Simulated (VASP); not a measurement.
Write the native input for VASP 6.6.1 that does the following.

```yaml
Task: density of states
Functional: LDA
Potentials_or_basis: VASP PAW LDA potentials, release 64 (Co, O)
Cutoff: 520 eV
k_mesh: 12 × 12 × 12
Occupations: gaussian, width 0.05 eV
Spin: collinear spin, ferromagnetic start
Starting_moments: "[2.45, 0.35] μB"
Dipole_correction: no
k_mesh_for_the_DOS: 18 × 18 × 18
Occupations_for_the_DOS: tetrahedron
Further_INCAR_settings: ALGO = Normal; EDIFF = 1e-06; NBANDS = 18
```

CoO:

```
Co O
1.0
     0.00000    2.13150    2.13150
     2.13150    0.00000    2.13150
     2.13150    2.13150    0.00000
Co O
1 1
Cartesian
  0.0000 0.0000 0.0000
  2.1315 2.1315 2.1315
```

The input as run:

POSCAR

```
CoO
1.0
    0.0000000000      2.1315000000      2.1315000000
    2.1315000000      0.0000000000      2.1315000000
    2.1315000000      2.1315000000      0.0000000000
Co O
1 1
Direct
    0.0000000000      0.0000000000      0.0000000000
    0.5000000000      0.5000000000      0.5000000000
```

INCAR.step1

```
PREC = Accurate
ENCUT = 520
EDIFF = 1E-6
ISMEAR = 0
SIGMA = 0.05
LREAL = False
LASPH = True
NELM = 150
ALGO = Normal
ISIF = 2
LWAVE = False
LCHARG = True
ISPIN = 2
MAGMOM = 2.45 0.35
LMAXMIX = 4
NBANDS = 18
```

KPOINTS.step1

```
Automatic mesh
0
Gamma
  12 12 12
```

INCAR.step2

```
PREC = Accurate
ENCUT = 520
EDIFF = 1E-6
ISMEAR = -5
SIGMA = 0.05
LREAL = False
LASPH = True
NELM = 150
ALGO = Normal
ISIF = 2
LWAVE = False
LCHARG = False
ISPIN = 2
MAGMOM = 2.45 0.35
LORBIT = 10
LMAXMIX = 4
NBANDS = 18
NEDOS = 1001
ICHARG = 11
```

KPOINTS.step2

```
Automatic mesh
0
Gamma
  18 18 18
```

Potentials or basis: VASP PAW LDA potentials, release 64 (Co, O).

Launch:

```sh
$ cat potpaw_LDA.64/Co/POTCAR potpaw_LDA.64/O/POTCAR > POTCAR
$ cp INCAR.step1 INCAR
$ cp KPOINTS.step1 KPOINTS
$ mpirun -np 1 vasp_std > vasp.out
$ cp INCAR.step2 INCAR
$ cp KPOINTS.step2 KPOINTS
$ mpirun -np 1 vasp_std > vasp.out
```

Results of the run:

```
Net moment                                            : 2.74 μB per cell
Site moments                                          : Co +2.40; O +0.29 μB
Valence electrons inside the program's atomic spheres : Co 7.84; O 4.92
```

Caveat: a cell with one magnetic atom can't hold antiferromagnetic order, which such compounds often take; semilocal functionals often make such compounds metallic where correlation or magnetic order opens a gap, which also shifts bond lengths.

Wall time 110 s on 1 thread of Intel(R) Xeon(R) Platinum 8259CL CPU @ 2.50GHz (Skylake/Cascade Lake), on a shared host, peak memory 0.21 GiB.
